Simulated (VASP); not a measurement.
# NaH (Fm-3m) in VASP: a series of runs

NaH is run at these levels: r2SCAN; tasks: single point.

All numbers are computed with VASP 6.6.1; they aren't measurements. Logs are shortened: lines on timing, memory, paths and dates and some standing lists are left out, and cuts for length are marked.

## Step 1: The cell of the first run

Symmetry: Fm-3m, No. 225, cubic system. Conventional cell: a = 4.880 Å, b = 4.880 Å, c = 4.880 Å, α = 90.00°, β = 90.00°, γ = 90.00°. Na (site symmetry m-3m) has 6 H at 2.44 Å within 3.2 Å. H (site symmetry m-3m) has 6 Na at 2.44 Å within 3.2 Å.

## Step 2: Single point, r2SCAN

File POSCAR:

```
NaH
1.0
    0.0000000000      2.4400000000      2.4400000000
    2.4400000000      0.0000000000      2.4400000000
    2.4400000000      2.4400000000      0.0000000000
Na H
1 1
Direct
    0.0000000000      0.0000000000      0.0000000000
    0.5000000000      0.5000000000      0.5000000000
```

File INCAR.step1:

```
SYSTEM = NaH
  PREC = Accurate
  ENCUT = 520
  ISMEAR = 0
  SIGMA = 0.1
  LREAL = .FALSE.
  LASPH = .TRUE.
  NELM = 100
  NBANDS = 11
  GGA = PE
  ALGO = Normal
  EDIFF = 1E-4
  LWAVE = .TRUE.
  LCHARG = .FALSE.
```

File INCAR.step2:

```
SYSTEM = NaH
  PREC = Accurate
  ENCUT = 520
  EDIFF = 1E-6
  ISMEAR = 0
  SIGMA = 0.1
  LREAL = .FALSE.
  LASPH = .TRUE.
  NELM = 100
  ALGO = Normal
  ISIF = 2
  LWAVE = .FALSE.
  LCHARG = .FALSE.
  METAGGA = R2SCAN
  LMIXTAU = .TRUE.
  NBANDS = 11
  ISTART = 1
```

File KPOINTS:

```
regular mesh
0
G
  6 6 6
  0 0 0
```

Potentials or basis: VASP PAW PBE potentials, release 64 (Na_pv, H).

Run with:

```bash
$ cat potpaw_PBE.64/Na_pv/POTCAR potpaw_PBE.64/H/POTCAR > POTCAR
$ cp INCAR.step1 INCAR
$ mpirun -np 1 vasp_std > vasp.out
$ cp INCAR.step2 INCAR
$ mpirun -np 1 vasp_std > vasp.out
```

OUTCAR:

```text
SYSTEM = NaH
   PREC = Accurate
   ENCUT = 520
   EDIFF = 1E-6
   ISMEAR = 0
   LREAL = .FALSE.
   LASPH = .TRUE.
   NELM = 100
   ISIF = 2
   METAGGA = R2SCAN
   ISTART = 1

 ion  position               nearest neighbor table
   1  0.000  0.000  0.000-
   2  0.500  0.500  0.500-

  LATTYP: Found a face centered cubic cell.
 ALAT       =     4.8800000000

  Lattice vectors:

 A1 = (   0.0000000000,   2.4400000000,   2.4400000000)
 A2 = (   2.4400000000,   0.0000000000,   2.4400000000)
 A3 = (   2.4400000000,   2.4400000000,   0.0000000000)

Analysis of symmetry for initial positions (statically):
=====================================================================
 Subroutine PRICEL returns:
 Original cell was already a primitive cell.

 Routine SETGRP: Setting up the symmetry group for a
 face centered cubic supercell.

 Subroutine GETGRP returns: Found 48 space group operations
 (whereof 48 operations were pure point group operations)
 out of a pool of 48 trial point group operations.

The static configuration has the point symmetry O_h .

Analysis of symmetry for dynamics (positions and initial velocities):
=====================================================================
 Subroutine PRICEL returns:
 Original cell was already a primitive cell.

 Routine SETGRP: Setting up the symmetry group for a
 face centered cubic supercell.

 Subroutine GETGRP returns: Found 48 space group operations
 (whereof 48 operations were pure point group operations)
 out of a pool of 48 trial point group operations.

The dynamic configuration has the point symmetry O_h .

 Subroutine INISYM returns: Found 48 space group operations
 (whereof 48 operations are pure point group operations),
 and found     1 'primitive' translations

----------------------------------------------------------------------------------------

                                     Primitive cell

  volume of cell :      29.0536

  direct lattice vectors                    reciprocal lattice vectors
     0.000000000  2.440000000  2.440000000    -0.204918033  0.204918033  0.204918033
     2.440000000  0.000000000  2.440000000     0.204918033 -0.204918033  0.204918033
     2.440000000  2.440000000  0.000000000     0.204918033  0.204918033 -0.204918033

  length of vectors
     3.450681092  3.450681092  3.450681092     0.354928444  0.354928444  0.354928444

  position of ions in fractional coordinates (direct lattice)
     0.000000000  0.000000000  0.000000000
     0.500000000  0.500000000  0.500000000

  ion indices of the primitive-cell ions
   primitive index   ion index
                 1           1
                 2           2

----------------------------------------------------------------------------------------

 KPOINTS: regular mesh

Automatic generation of k-mesh.
 Grid dimensions read from file:
 generate k-points for:    6    6    6

 Generating k-lattice:

  Cartesian coordinates                     Fractional coordinates (reciprocal lattice)
    -0.034153005  0.034153005  0.034153005     0.166666667  0.000000000  0.000000000
     0.034153005 -0.034153005  0.034153005     0.000000000  0.166666667  0.000000000
     0.034153005  0.034153005 -0.034153005     0.000000000  0.000000000  0.166666667

  Length of vectors
     0.059154741  0.059154741  0.059154741

  Shift w.r.t. Gamma in fractional coordinates (k-lattice)
     0.000000000  0.000000000  0.000000000

 Subroutine IBZKPT returns following result:
 ===========================================

 Found     16 irreducible k-points:

 Following reciprocal coordinates:
            Coordinates               Weight
  0.000000  0.000000  0.000000      1.000000
  0.166667  0.000000  0.000000      8.000000
  0.333333  0.000000  0.000000      8.000000
  0.500000  0.000000  0.000000      4.000000
  0.166667  0.166667  0.000000      6.000000
  0.333333  0.166667  0.000000     24.000000
[... 8 lines left out ...]
 -0.333333  0.333333  0.166667     24.000000
 -0.333333  0.500000  0.166667     12.000000
   k-points           NKPTS =     16   k-points in BZ     NKDIM =     16   number of bands    NBANDS=     11
   number of dos      NEDOS =    301   number of ions     NIONS =      2
   total plane-waves  NPLWV =  21952
   dimension x,y,z NGX =    28 NGY =   28 NGZ =   28
   dimension x,y,z NGXF=    56 NGYF=   56 NGZF=   56
   ions per type =               1   1
   NGX,Y,Z   is equivalent  to a cutoff of  13.49, 13.49, 13.49 a.u.
   NGXF,Y,Z  is equivalent  to a cutoff of  26.98, 26.98, 26.98 a.u.
 SYSTEM =  NaH
   PREC   = accura    normal or accurate (medium, high low for compatibility)
   ISTART =      1    job   : 0-new  1-cont  2-samecut
   ICHARG =      0    charge: 1-file 2-atom 10-const
   ISPIN  =      1    spin polarized calculation?
   LNONCOLLINEAR =      F non collinear calculations
   LSORBIT =      F    spin-orbit coupling
   LASPH  =      T    aspherical Exc in radial PAW
   ENCUT  =  520.0 eV  38.22 Ry    6.18 a.u.   6.42  6.42  6.42*2*pi/ulx,y,z
   NELM   =    100;   NELMIN=  2; NELMDL=  0     # of ELM steps
   EDIFF  = 0.1E-05   stopping-criterion for ELM
   LREAL  =      F    real-space projection
   EDIFFG = 0.1E-04   stopping-criterion for IOM
   NSW    =      0    number of steps for IOM
   IBRION =     -1    ionic relax: 0-MD 1-quasi-New 2-CG
   NFREE  =      0    steps in history (QN), initial steepest desc. (CG)
   ISIF   =      2    stress and relaxation
   ISYM   =      2    0-nonsym 1-usesym 2-fastsym
   POTIM  = 0.5000    time-step for ionic-motion
   TEBEG  =    0.0;   TEEND  =   0.0 temperature during run
   PSTRESS=    0.0 pullay stress
   NELECT =       8.0000    total number of electrons
   NUPDOWN=      -1.0000    fix difference up-down
   EMIN   =  10.00;   EMAX   =-10.00  energy-range for DOS
   EFERMI =   0.00;   METHOD = LEGACY
   ISMEAR =     0;   SIGMA  =   0.10  broadening in eV -4-tet -1-fermi 0-gaus
   EFERMI_NEDOS =   21; number of points for ismear=-14 and -15
   IALGO  =     38    algorithm
   IMIX   =      4    mixing-type and parameters
     AMIX     =   0.40;   BMIX     =  1.00
     AMIX_MAG =   1.60;   BMIX_MAG =  1.00
  volume/ion in A,a.u.               =      14.53        98.03
  Fermi-wavevector in a.u.,A,eV,Ry     =   1.065054  2.012660 15.433636  1.134340
  Thomas-Fermi vector in A             =   2.200593
   LORBIT       =      0    0 simple, 1 ext, 2 COOP (PROOUT), +10 PAW based schemes
   METAGGA = R2SCAN    functional components
   LHFCALC =     F    Hartree Fock is set to
   AEXX    =    0.0000 exact exchange contribution
   IVDW    =     0    specifies the selected vdW correction
   LEPSILON=     F    determine dielectric tensor
   LRPA    =     F    only Hartree local field effects (RPA)
 non-spin polarized calculation
 Gauss-broadening in eV      SIGMA  =   0.10
  energy-cutoff  :      520.00
  volume of cell :       29.05
 maximum number of plane-waves:       797
 NGX is ok and might be reduce to    28
   NGX = 13   NGY = 13   NGZ = 13

 number of electron       8.0000008 magnetization

 Free energy of the ion-electron system (eV)
  ---------------------------------------------------
  ext. energy  EPLUGINS =         0.00000000
  ---------------------------------------------------
  free energy    TOTEN  =        -7.59520496 eV

  energy without entropy =       -7.59520496  energy(sigma->0) =       -7.59520496

 E-fermi :  -1.0550     XC(G=0):  -8.0316

 val. band max:       -1.5823478570   @ k =  -0.3333   0.5000   0.1667
 cond. band min:       2.7750871200   @ k =   0.5000   0.0000   0.0000
 fundamental gap:      4.3574349770
 Fermi energy:        -1.0549831070

 k-point     1 :       0.0000    0.0000    0.0000
  band No.  band energies     occupation
      1     -24.4959      2.00000
      2     -24.4955      2.00000
      3     -24.4955      2.00000
      4      -5.0118      2.00000
      5       9.6320      0.00000
      6      14.5890      0.00000
      7      14.5890      0.00000
      8      14.5890      0.00000
      9      15.4427      0.00000
     10      15.4427      0.00000
     11      15.4428      0.00000

 k-point     2 :       0.1667    0.0000    0.0000
  band No.  band energies     occupation
      1     -24.5158      2.00000
      2     -24.4982      2.00000
      3     -24.4979      2.00000
      4      -4.5482      2.00000
      5       7.9310      0.00000
      6      11.4331      0.00000
      7      13.4355      0.00000
      8      13.4357      0.00000
      9      16.6327      0.00000
     10      16.6330      0.00000
     11      17.1739      0.00000

 k-point     3 :       0.3333    0.0000    0.0000
  band No.  band energies     occupation
      1     -24.5557      2.00000
      2     -24.5029      2.00000
      3     -24.5026      2.00000
      4      -3.3234      2.00000
      5       4.5643      0.00000
      6      10.2294      0.00000
      7      12.5073      0.00000
      8      12.5077      0.00000
      9      16.1297      0.00000
     10      16.1305      0.00000
     11      18.3804      0.00000

 k-point     4 :       0.5000    0.0000    0.0000
  band No.  band energies     occupation
      1     -24.5754      2.00000
      2     -24.5053      2.00000
      3     -24.5050      2.00000
      4      -2.3613      2.00000
      5       2.7751      0.00000
      6       9.9370      0.00000
      7      12.1866      0.00000
      8      12.1870      0.00000
      9      15.7173      0.00000
     10      15.7183      0.00000
     11      18.1793      0.00000
[... 127 lines left out ...]
 k-point    14 :       0.5000    0.3333    0.1667
  band No.  band energies     occupation
      1     -24.5535      2.00000
      2     -24.5258      2.00000
      3     -24.5118      2.00000
      4      -2.4591      2.00000
      5       4.7407      0.00000
      6       6.7370      0.00000
      7       9.7264      0.00000
      8      14.6313      0.00000
      9      14.7346      0.00000
     10      17.0077      0.00000
     11      20.9984      0.00000

 k-point    15 :      -0.3333    0.3333    0.1667
  band No.  band energies     occupation
      1     -24.5554      2.00000
      2     -24.5347      2.00000
      3     -24.5163      2.00000
      4      -1.7859      2.00000
      5       4.1033      0.00000
      6       5.8398      0.00000
      7       8.9143      0.00000
      8      14.7171      0.00000
      9      15.7317      0.00000
     10      18.2199      0.00000
     11      20.1247      0.00000

 k-point    16 :      -0.3333    0.5000    0.1667
  band No.  band energies     occupation
      1     -24.5553      2.00000
      2     -24.5336      2.00000
      3     -24.5241      2.00000
      4      -1.5823      2.00000
      5       4.2061      0.00000
      6       6.1009      0.00000
      7       7.8431      0.00000
      8      14.0024      0.00000
      9      14.3859      0.00000
     10      19.9205      0.00000
     11      20.0107      0.00000

------------------------ aborting loop because EDIFF is reached ----------------------------------------

  FORCE on cell =-STRESS in cart. coord.  units (eV):
  Direction    XX          YY          ZZ          XY          YZ          ZX
  --------------------------------------------------------------------------------------
  -------------------------------------------------------------------------------------
  Total       -0.2387629     -0.2387629     -0.2387629      0.0000000      0.0000000     -0.0000000
  in kB      -13.1667334    -13.1667334    -13.1667334      0.0000000      0.0000000     -0.0000000
  external PRESSURE =     -13.1667334 kB  Pullay stress =       0.0000000 kB

 VOLUME and BASIS-vectors are now :
 -----------------------------------------------------------------------------
  energy-cutoff  :      520.00
  volume of cell :       29.05
      direct lattice vectors                 reciprocal lattice vectors
     0.000000000  2.440000000  2.440000000    -0.204918033  0.204918033  0.204918033
     2.440000000  0.000000000  2.440000000     0.204918033 -0.204918033  0.204918033
     2.440000000  2.440000000  0.000000000     0.204918033  0.204918033 -0.204918033

 POSITION                                       TOTAL-FORCE (eV/Angst)
 -----------------------------------------------------------------------------------
      0.00000      0.00000      0.00000         0.000000     -0.000000     -0.000000
      2.44000      2.44000      2.44000        -0.000000      0.000000      0.000000
 -----------------------------------------------------------------------------------
    total drift:                               -0.000000      0.000000      0.000000

  FREE ENERGIE OF THE ION-ELECTRON SYSTEM (eV)
  ---------------------------------------------------
  free  energy   TOTEN  =        -7.5952049552 eV

  energy  without entropy=       -7.5952049552  energy(sigma->0) =       -7.59520496
```

Run time: 29 s. Hardware: 1 thread of AMD EPYC 7R43 (Zen 3), shared host; peak memory 0.12 GiB.

What came out:

| Item | Value |
| --- | --- |
| Free energy | -7.5952 eV |
| Pressure | -1.3 GPa |
| Band gap on the k mesh | 4.36 eV, indirect (least direct gap 5.14 eV) |

Caveat: the PAW data sets were made with another functional, which shifts forces and pressure a little. A k mesh can miss the band edges.

## Step 3: Single point, r2SCAN (volume scaled by 0.94)

File POSCAR:

```
NaH
1.0
    0.0000000000      2.3482771304      2.3482771304
    2.3482771304      0.0000000000      2.3482771304
    2.3482771304      2.3482771304      0.0000000000
Na H
1 1
Direct
    0.0000000000      0.0000000000      0.0000000000
    0.5000000000      0.5000000000      0.5000000000
```

File INCAR.step1:

```
PREC = Accurate
ENCUT = 520
ISMEAR = 0
SIGMA = 0.02
LREAL = False
LASPH = True
NELM = 80
NBANDS = 11
GGA = PE
ALGO = Normal
EDIFF = 1E-4
LWAVE = True
LCHARG = False
```

File INCAR.step2:

```
PREC = Accurate
ENCUT = 520
EDIFF = 1E-6
ISMEAR = 0
SIGMA = 0.02
LREAL = False
LASPH = True
NELM = 80
ALGO = Normal
ISIF = 2
LWAVE = False
LCHARG = False
METAGGA = R2SCAN
LMIXTAU = True
NBANDS = 11
ISTART = 1
```

File KPOINTS:

```
regular mesh
0
Gamma
  8 8 8
```

Potentials or basis: VASP PAW PBE potentials, release 64 (Na_pv, H).

Run with:

```bash
$ cat potpaw_PBE.64/Na_pv/POTCAR potpaw_PBE.64/H/POTCAR > POTCAR
$ cp INCAR.step1 INCAR
$ mpirun -np 1 vasp_std > vasp.out
$ cp INCAR.step2 INCAR
$ mpirun -np 1 vasp_std > vasp.out
```

It took 56 s on 1 thread of AMD EPYC 7R43 (Zen 3), shared host; peak memory 0.11 GiB.

It converged, with:

```yaml
Free_energy: -7.5963 eV
Pressure: 1.5 GPa
Band_gap_on_the_k_mesh: 4.53 eV, indirect (least direct gap 5.39 eV)
```

Levels at points of the mesh, in eV from the valence-band top:
| k point | band 2 | band 3 | band 4 | band 5 | band 6 | band 7 |
| --- | --- | --- | --- | --- | --- | --- |
| (0.00, 0.00, 0.00) | -22.74 | -22.74 | -3.79 | 12.25 | 17.01 | 17.01 |
| (0.50, 0.00, 0.00) | -22.76 | -22.76 | -0.87 | 4.53 | 12.32 | 14.46 |
| (0.50, 0.50, 0.00) | -22.78 | -22.78 | -0.19 | 5.38 | 11.04 | 11.95 |

Caveat: the PAW data sets were made with another functional, which shifts forces and pressure a little.
